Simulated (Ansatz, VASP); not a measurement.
**KBr in VASP and in Ansatz**

The input POSCAR:

```
KBr
1.0
    0.0000000000      3.1601035756      3.3377858742
    3.1601035756      0.0000000000      3.3377858742
    3.1601035756      3.1601035756      0.0000000000
K Br
1 1
Direct
    0.0000000000      0.0000000000      0.0000000000
    0.5000000000      0.5000000000      0.5000000000
```

The input INCAR.step1:

```
SYSTEM = KBr
PREC = Accurate ; ENCUT = 520
EDIFF = 1E-5 ; ISMEAR = 0
SIGMA = 0.01 ; LREAL = .False.
LASPH = .True. ; NELM = 60
ALGO = Normal ; ISIF = 2
LWAVE = .True. ; LCHARG = .False.
GGA = PE ; NBANDS = 15
```

File INCAR.step2:

```
SYSTEM = KBr
PREC = Accurate ; ENCUT = 520
EDIFF = 1E-6 ; ISMEAR = 0
SIGMA = 0.01 ; LREAL = .False.
LASPH = .True. ; NELM = 60
ALGO = Normal ; ISIF = 2
LWAVE = .False. ; LCHARG = .False.
GGA = PE ; LHFCALC = .True.
HFSCREEN = 0.2079 ; PRECFOCK = Normal
ISTART = 1 ; NBANDS = 15
```

Contents of KPOINTS:

```
regular mesh
0
Gamma
  4 4 4
  0 0 0
```

Input for Ansatz:

```yaml
crystal:
  lattice:
    - [0.0, 3.1601035756, 3.3377858742]
    - [3.1601035756, 0.0, 3.3377858742]
    - [3.1601035756, 3.1601035756, 0.0]
  atoms:
    - { symbol: K, position: [0.0, 0.0, 0.0] }
    - { symbol: Br, position: [0.5, 0.5, 0.5] }
kpoints:
  mp_grid: { grid: [4, 4, 4] }
  band_path:
    path:
      - [0.0, 0.0, 0.0]
      - [0.5, 0.0, 0.5]
      - [0.625, 0.25, 0.625]
      - [0.375, 0.375, 0.75]
      - [0.5, 0.5, 0.5]
      - [0.5, 0.25, 0.75]
    npoints: 1
hamiltonian:
  xc: hse06
scf:
  occupations: { method: fixed }
  n_extra_bands: 4
output:
  forces: true
  stress: true
  eigenvalues: true
```

Change from the starting cell: epitaxial_xy strain -4.3%.

Alike in both runs: task single point; functional HSE06; k mesh 4 × 4 × 4; no spin polarisation.

|  | VASP | Ansatz |
| --- | --- | --- |
| version | VASP 6.6.1 | Ansatz 0.2.0 |
| potentials or method | VASP PAW PBE potentials, release 64 (K_sv, Br) | plane waves, PAW |
| plane-wave cutoff (eV) | 520 | 420 |
| occupations | gaussian, width 0.01 eV | fixed |
| valence electrons in the cell | 16 | 16 |

VASP gave:

| Property | Result |
| --- | --- |
| gap on the k mesh at the Fermi level (eV) | 5.80 |
| pressure (GPa) | 2.2 |
| traceless stress, the component that is largest in VASP (GPa) | -1.61 |

Problem. Which values does Ansatz return?

Solution. gap on the k mesh at the Fermi level (eV): 5.81; pressure (GPa): 2.1; traceless stress, the component that is largest in VASP (GPa): -1.59.

Ansatz's warnings: stress exchange threshold loose, stress scf threshold loose.

The k mesh is coarse, so the values compare programs but aren't converged.
